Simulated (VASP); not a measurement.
Input of a VASP 6.6.1 run:

The input INCAR:

```
PREC     = Accurate       # precision mode
ENCUT    = 520            # plane-wave cutoff, eV
EDIFF    = 1E-6           # SCF threshold, eV
ISMEAR   = 0              # smearing method
SIGMA    = 0.018000000000000002 # smearing width, eV
LREAL    = F              # projectors in reciprocal space
LASPH    = T              # aspherical terms in the spheres
NELM     = 60             # most SCF steps
ALGO     = Fast           # electronic algorithm
ISIF     = 2              # what is computed and relaxed
LWAVE    = F              # write WAVECAR
LCHARG   = F              # write CHGCAR
GGA      = PE             # functional
NBANDS   = 10             # bands
```

File KPOINTS:

```
regular mesh
0
Gamma
  12 12 12
```

POSCAR

```
Ir
1.0
    0.0000000000      1.9156000000      1.9156000000
    1.9156000000      0.0000000000      1.9156000000
    1.9156000000      1.9156000000      0.0000000000
Ir
1
Direct
    0.0000000000      0.0000000000      0.0000000000
```

Potentials or basis: VASP PAW PBE potentials, release 64 (Ir).

Command:

```sh
$ cat potpaw_PBE.64/Ir/POTCAR > POTCAR
$ mpirun -np 1 vasp_std > vasp.out
```

Task: Estimate the pressure.

Result: 11.6 GPa.
